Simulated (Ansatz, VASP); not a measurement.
## Ge2Sb2Te5 in VASP and in Ansatz

```
CELL_PARAMETERS angstrom
6.86980 -3.13440 0.00000
6.80848 2.99761 0.00000
-6.83098 0.06831 6.84761
ATOMIC_POSITIONS crystal
Te 0.59470 0.59470 0.38643
Te 0.79529 0.79529 0.19611
Te 0.00832 0.00832 0.00643
Te 0.20652 0.20652 0.80980
Te 0.39996 0.39996 0.59712
Sb 0.90171 0.90171 0.58787
Sb 0.11187 0.11187 0.41735
Ge 0.28429 0.28429 0.18783
Ge 0.49734 0.49734 0.01104
```

Alike in both runs: task single point; functional PBE; k mesh 4 × 4 × 3; occupations fermi-dirac, width 0.05 eV; no spin polarisation.

```csv
,VASP,Ansatz
version,VASP 6.6.1,Ansatz 0.2.0
potentials or method,"VASP PAW PBE potentials, release 64 (Te, Sb, Ge_d)",Ansatz PAW
plane-wave cutoff (eV),520,420
valence electrons in the cell,68,138
```

Ansatz gave:

- gap on the k mesh at the Fermi level (eV): none
- pressure (GPa): -0.1
- traceless stress, the component that is largest in VASP (GPa): 0.29
- rms of the force components (eV/Å): 0.047

Task: Which values does VASP return?

Result: gap on the k mesh at the Fermi level (eV): none; pressure (GPa): -0.2; traceless stress, the component that is largest in VASP (GPa): 0.29; rms of the force components (eV/Å): 0.044.

Atom by atom the forces differ by 0.005 eV/Å (rms over components). A gap of «none» marks a metal or a gap that the smearing closes. VASP's potentials hold 68 valence electrons a cell and Ansatz's 138, so a difference there can come from the potentials and not from the codes.

Spin-orbit coupling is off throughout.
